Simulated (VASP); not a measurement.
# TiO2 (I4_1/amd) in VASP: single point with BLYP

Aim: the single point of TiO2 with BLYP.

All numbers are computed with VASP 6.6.1; they aren't measurements. Logs are shortened: lines on timing, memory, paths and dates and some standing lists are left out, and cuts for length are marked.

### Step 1. The cell of the first run

The structure is tetragonal, space group I4_1/amd (No. 141). The conventional cell has a = 3.784 Å, b = 3.784 Å, c = 9.515 Å, α = 90.00°, β = 90.00°, γ = 90.00°. Ti (site symmetry -4m2) has 6 O at 1.93 to 1.98 Å within 2.6 Å. Within 2.6 Å of O (site symmetry 2mm) lie 3 Ti at 1.93 to 1.98 Å and 2 O at 2.47 Å.

### Step 2. Single point, BLYP

The input, INCAR:

```
SYSTEM = TiO2
PREC     = Accurate       ! precision mode
ENCUT    = 1340           ! plane-wave cutoff, eV
EDIFF    = 1E-6           ! SCF threshold, eV
ISMEAR   = 0              ! smearing method
SIGMA    = 0.01           ! smearing width, eV
LREAL    = .False.        ! projectors in reciprocal space
LASPH    = .True.         ! aspherical terms in the spheres
NELM     = 120            ! most SCF steps
ALGO     = Normal         ! electronic algorithm
ISIF     = 2              ! what is computed and relaxed
LWAVE    = .False.        ! write WAVECAR
LCHARG   = .True.         ! write CHGCAR
GGA      = B5             ! functional
ALDAX    = 1.0          
AGGAX    = 1.0          
AGGAC    = 1.0          
ALDAC    = 0.0          
LELF     = .True.         ! ELF
LVHAR    = .True.       
NBANDS   = 33             ! bands
GGA_COMPAT= .False.
```

The input, KPOINTS:

```
regular mesh
0
Gamma
  8 8 8
  0 0 0
```

The input, POSCAR:

```
TiO2
1.0
   -1.8921000000      1.8921000000      4.7573000000
    1.8921000000     -1.8921000000      4.7573000000
    1.8921000000      1.8921000000     -4.7573000000
Ti O
2 4
Direct
    0.0000000000      0.0000000000      0.0000000000
    0.7500000000      0.2500000000      0.5000000000
    0.2081000000      0.2081000000      0.0000000000
    0.9581000000      0.4581000000      0.5000000000
    0.5419000000      0.0419000000      0.5000000000
    0.7919000000      0.7919000000      0.0000000000
```

Potentials or basis: VASP PAW PBE potentials, release 64 (Ti_sv, O_h).

Run with:

```console
cat potpaw_PBE.64/Ti_sv/POTCAR potpaw_PBE.64/O_h/POTCAR > POTCAR
mpirun -np 1 vasp_std > vasp.out
```

OUTCAR:

```text
SYSTEM = TiO2
   PREC = Accurate
   ENCUT = 1340
   EDIFF = 1E-6
   ISMEAR = 0
   LREAL = .False.
   LASPH = .True.
   NELM = 120
   ISIF = 2
   GGA = B5

 ion  position               nearest neighbor table
   1  0.000  0.000  0.000-   5 1.93   4 1.93   5 1.93   4 1.93   3 1.98   6 1.98
   2  0.750  0.250  0.500-   6 1.93   3 1.93   6 1.93   3 1.93   4 1.98   5 1.98
   3  0.208  0.208  0.000-   2 1.93   2 1.93   1 1.98
   4  0.958  0.458  0.500-   1 1.93   1 1.93   2 1.98
   5  0.542  0.042  0.500-   1 1.93   1 1.93   2 1.98
   6  0.792  0.792  0.000-   2 1.93   2 1.93   1 1.98

  LATTYP: Found a body centered tetragonal cell.
 ALAT       =     3.7842000000
 C/A-ratio  =     2.5142962846

  Lattice vectors:

 A1 = (  -1.8921000000,   1.8921000000,   4.7573000000)
 A2 = (   1.8921000000,  -1.8921000000,   4.7573000000)
 A3 = (   1.8921000000,   1.8921000000,  -4.7573000000)

Analysis of symmetry for initial positions (statically):
=====================================================================
 Subroutine PRICEL returns:
 Original cell was already a primitive cell.

 Routine SETGRP: Setting up the symmetry group for a
 body centered tetragonal supercell.

 Subroutine GETGRP returns: Found 16 space group operations
 (whereof  8 operations were pure point group operations)
 out of a pool of 16 trial point group operations.

The static configuration has the point symmetry D_2d.
 The point group associated with its full space group is D_4h.

Analysis of symmetry for dynamics (positions and initial velocities):
=====================================================================
 Subroutine PRICEL returns:
 Original cell was already a primitive cell.

 Routine SETGRP: Setting up the symmetry group for a
 body centered tetragonal supercell.

 Subroutine GETGRP returns: Found 16 space group operations
 (whereof  8 operations were pure point group operations)
 out of a pool of 16 trial point group operations.

The dynamic configuration has the point symmetry D_2d.
 The point group associated with its full space group is D_4h.

 Subroutine INISYM returns: Found 16 space group operations
 (whereof  8 operations are pure point group operations),
 and found     1 'primitive' translations

----------------------------------------------------------------------------------------

                                     Primitive cell

  volume of cell :      68.1253

  direct lattice vectors                    reciprocal lattice vectors
[... 95 lines left out ...]
   EDIFF  = 0.1E-05   stopping-criterion for ELM
   LREAL  =      F    real-space projection
   EDIFFG = 0.1E-04   stopping-criterion for IOM
   NSW    =      0    number of steps for IOM
   IBRION =     -1    ionic relax: 0-MD 1-quasi-New 2-CG
   NFREE  =      0    steps in history (QN), initial steepest desc. (CG)
   ISIF   =      2    stress and relaxation
   ISYM   =      2    0-nonsym 1-usesym 2-fastsym
   POTIM  = 0.5000    time-step for ionic-motion
   TEBEG  =    0.0;   TEEND  =   0.0 temperature during run
   PSTRESS=    0.0 pullay stress
   NELECT =      48.0000    total number of electrons
   NUPDOWN=      -1.0000    fix difference up-down
   EMIN   =  10.00;   EMAX   =-10.00  energy-range for DOS
   EFERMI =   0.00;   METHOD = LEGACY
   ISMEAR =     0;   SIGMA  =   0.01  broadening in eV -4-tet -1-fermi 0-gaus
   EFERMI_NEDOS =   21; number of points for ismear=-14 and -15
   IALGO  =     38    algorithm
   IMIX   =      4    mixing-type and parameters
     AMIX     =   0.40;   BMIX     =  1.00
     AMIX_MAG =   1.60;   BMIX_MAG =  1.00
  volume/ion in A,a.u.               =      11.35        76.62
  Fermi-wavevector in a.u.,A,eV,Ry     =   1.456752  2.752862 28.873289  2.122127
  Thomas-Fermi vector in A             =   2.573634
   LORBIT       =      0    0 simple, 1 ext, 2 COOP (PROOUT), +10 PAW based schemes
   GGA     = B5    functional components
   LHFCALC =     F    Hartree Fock is set to
   AEXX    =    0.0000 exact exchange contribution
   IVDW    =     0    specifies the selected vdW correction
   LEPSILON=     F    determine dielectric tensor
   LRPA    =     F    only Hartree local field effects (RPA)
 non-spin polarized calculation
 Gauss-broadening in eV      SIGMA  =   0.01
  energy-cutoff  :     1340.00
  volume of cell :       68.13
 maximum number of plane-waves:      7619
 NGX is ok and might be reduce to    70
   NGX = 33   NGY = 33   NGZ = 33

 number of electron      48.0000001 magnetization

 Free energy of the ion-electron system (eV)
  ---------------------------------------------------
  ext. energy  EPLUGINS =         0.00000000
  ---------------------------------------------------
  free energy    TOTEN  =       -51.67396724 eV

  energy without entropy =      -51.67396724  energy(sigma->0) =      -51.67396724

 E-fermi :   4.2789     XC(G=0): -10.3305

 val. band max:        4.0916382806   @ k =   0.5000   0.5000   0.0000
 cond. band min:       6.2301064466   @ k =   0.0000   0.0000   0.0000
 fundamental gap:      2.1384681660
 Fermi energy:         4.2789409298

 k-point     1 :       0.0000    0.0000    0.0000
  band No.  band energies     occupation
      1     -52.0913      2.00000
      2     -52.0305      2.00000
      3     -28.6969      2.00000
      4     -28.4559      2.00000
      5     -28.4559      2.00000
      6     -28.3854      2.00000
[... 853 lines left out ...]
     32      10.7277      0.00000
     33      11.2803      0.00000

 [... further k-points ...]
[... 5 lines left out ...]
  --------------------------------------------------------------------------------------
  -------------------------------------------------------------------------------------
  Total        4.4315828      4.4315828      5.2252681      0.0000000      0.0000000      0.0000000
  in kB      104.2223225    104.2223225    122.8882768      0.0000000      0.0000000      0.0000000
  external PRESSURE =     110.4443073 kB  Pullay stress =       0.0000000 kB

 VOLUME and BASIS-vectors are now :
 -----------------------------------------------------------------------------
  energy-cutoff  :     1340.00
  volume of cell :       68.13
      direct lattice vectors                 reciprocal lattice vectors
    -1.892100000  1.892100000  4.757300000     0.000000000  0.264256646  0.105101633
     1.892100000 -1.892100000  4.757300000     0.264256646  0.000000000  0.105101633
     1.892100000  1.892100000 -4.757300000     0.264256646  0.264256646  0.000000000

 POSITION                                       TOTAL-FORCE (eV/Angst)
 -----------------------------------------------------------------------------------
      0.00000      0.00000      0.00000        -0.000000     -0.000000      0.000000
      0.00000      1.89210      2.37865        -0.000000     -0.000000      0.000000
      0.00000      0.00000      1.97999        -0.000000     -0.000000      0.217880
      0.00000      1.89210      4.35864        -0.000000     -0.000000      0.217880
      0.00000      1.89210      0.39866         0.000000      0.000000     -0.217880
      0.00000      0.00000      7.53461        -0.000000     -0.000000     -0.217880
 -----------------------------------------------------------------------------------
    total drift:                               -0.000000     -0.000000      0.000000

  FREE ENERGIE OF THE ION-ELECTRON SYSTEM (eV)
  ---------------------------------------------------
  free  energy   TOTEN  =       -51.6739672376 eV

  energy  without entropy=      -51.6739672376  energy(sigma->0) =      -51.67396724
```

OSZICAR:

```text
N       E                     dE             d eps       ncg     rms          rms(c)
DAV:   1     0.955389975418E+03    0.95539E+03   -0.42026E+04  3894   0.330E+03
DAV:   2     0.152704941026E+03   -0.80269E+03   -0.75662E+03  4056   0.747E+02
DAV:   3    -0.522346490713E+02   -0.20494E+03   -0.18821E+03  5916   0.266E+02
DAV:   4    -0.695110545546E+02   -0.17276E+02   -0.17144E+02  5695   0.823E+01
DAV:   5    -0.702972175797E+02   -0.78616E+00   -0.78554E+00  5577   0.168E+01    0.333E+01
DAV:   6    -0.518404894937E+02    0.18457E+02   -0.83652E+01  5878   0.921E+01    0.119E+01
DAV:   7    -0.519591283790E+02   -0.11864E+00   -0.17193E+01  5285   0.342E+01    0.958E+00
DAV:   8    -0.518168723268E+02    0.14226E+00   -0.76593E-01  5101   0.687E+00    0.708E+00
DAV:   9    -0.517733221599E+02    0.43550E-01   -0.97644E-01  5554   0.118E+01    0.301E+00
DAV:  10    -0.516831855991E+02    0.90137E-01   -0.59901E-01  5416   0.781E+00    0.851E-01
DAV:  11    -0.516759444203E+02    0.72412E-02   -0.47674E-02  5835   0.188E+00    0.601E-01
DAV:  12    -0.516740893489E+02    0.18551E-02   -0.12456E-02  5596   0.854E-01    0.124E-01
DAV:  13    -0.516739914118E+02    0.97937E-04   -0.69992E-04  5782   0.205E-01    0.425E-02
DAV:  14    -0.516739969020E+02   -0.54902E-05   -0.77962E-05  5456   0.651E-02    0.523E-02
DAV:  15    -0.516739657028E+02    0.31199E-04   -0.11701E-04  5711   0.937E-02    0.469E-03
DAV:  16    -0.516739672309E+02   -0.15282E-05   -0.10885E-05  5031   0.239E-02    0.333E-03
DAV:  17    -0.516739672376E+02   -0.66839E-08   -0.48030E-07  3007   0.684E-03
   1 F= -.51673967E+02 E0= -.51673967E+02  d E =-.192428-156
```

stdout:

```text
POSCAR found type information on POSCAR TiO
 POSCAR found :  2 types and       6 ions
 scaLAPACK will be used
 -----------------------------------------------------------------------------
|                                                                             |
|                                                                             |
|     You enforced a specific xc type in the INCAR file but a different       |
|     I HOPE YOU KNOW WHAT YOU ARE DOING!                                     |
|                                                                             |
 -----------------------------------------------------------------------------

 LDA part: xc-table for (Slater(with rela. corr.)+VWN5), standard interpolation
 POSCAR, INCAR and KPOINTS ok, starting setup
 FFT: planning ... GRIDC
 FFT: planning ... GRID_SOFT
 FFT: planning ... GRID
 WAVECAR not read
 entering main loop
```

It took 17 min on 1 thread of Intel Xeon Platinum 8488C (Sapphire Rapids), shared host; peak memory 0.94 GiB.

Results:

| Property | Result |
| --- | --- |
| Free energy | -51.6740 eV |
| Pressure | 11.0 GPa |
| Largest force | 0.218 eV/Å |
| Band gap on the k mesh | 2.14 eV (least direct gap 2.44 eV) |

Forces on the atoms (eV/Å):
```
Ti   0.000  0.000  0.000
Ti   0.000  0.000  0.000
O    0.000  0.000  0.218
O    0.000  0.000  0.218
O    0.000  0.000 -0.218
O    0.000  0.000 -0.218
```

Stress tensor (GPa, compression positive):
```
10.42  0.00  0.00
 0.00 10.42  0.00
 0.00  0.00 12.29
```

Levels at points of the mesh, in eV from the valence-band top:
```csv
k point,band 22,band 23,band 24,band 25,band 26,band 27
"(0.00, 0.00, 0.00)",-0.72,-0.43,-0.43,2.14,2.85,3.98
"(0.50, 0.00, 0.00)",-0.91,-0.80,-0.60,3.24,3.55,3.56
"(0.50, 0.50, 0.00)",-2.01,0.00,0.00,3.34,3.34,3.82
"(0.50, 0.50, 0.50)",-1.22,-0.09,-0.09,2.48,2.48,3.76
```

Caveat: the cell stands under pressure; the PAW data sets were made with another functional, which shifts forces and pressure a little. Expect the measured gap to be larger: semilocal functionals such as BLYP lack the derivative discontinuity.
